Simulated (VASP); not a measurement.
The system is AlP.

```xyz
2
Lattice="0.0000 2.7114 2.7114 2.7114 0.0000 2.7114 2.7114 2.7114 0.0000" Properties=species:S:1:pos:R:3 pbc="T T T"
Al    0.0000    0.0000    0.0000
P     1.3557    1.3557    1.3557
```

| Item | Value |
| --- | --- |
| Program | VASP 6.6.1 |
| Task | relaxation of cell and atoms |
| Functional | PBEsol |
| Potentials or basis | VASP PAW PBE potentials, release 64 (Al, P) |
| Cutoff | 500 eV |
| k mesh | 10 × 10 × 10 |
| Occupations | gaussian, width 0.02 eV |
| Spin | no spin polarisation |

At the start: pressure 2.4 GPa; volume 19.93 Å³/atom.

Task: Where does the relaxation end?

Result: Over 3 steps the energy falls by 4.0 meV/atom and the volume is 20.47 Å³/atom (+2.7 %); space group F-43m (No. 216, to 0.1 Å) before and after.

The path:
```
step  energy change (eV)  largest force (eV/Å)  pressure (GPa)  volume (Å³)
   1              0.0000                0.0000            2.44        39.87
   2             -0.0048                0.0000           -1.43        41.65
   3             -0.0080                0.0000            0.00        40.94
```

Final structure:
```xyz
2
Lattice="0.0000 2.7356 2.7356 2.7356 0.0000 2.7356 2.7356 2.7356 0.0000" Properties=species:S:1:pos:R:3 pbc="T T T"
Al    0.0000    0.0000    0.0000
P     1.3678    1.3678    1.3678
```

Caveat: the PAW data sets were made with another functional, which shifts forces and pressure a little.
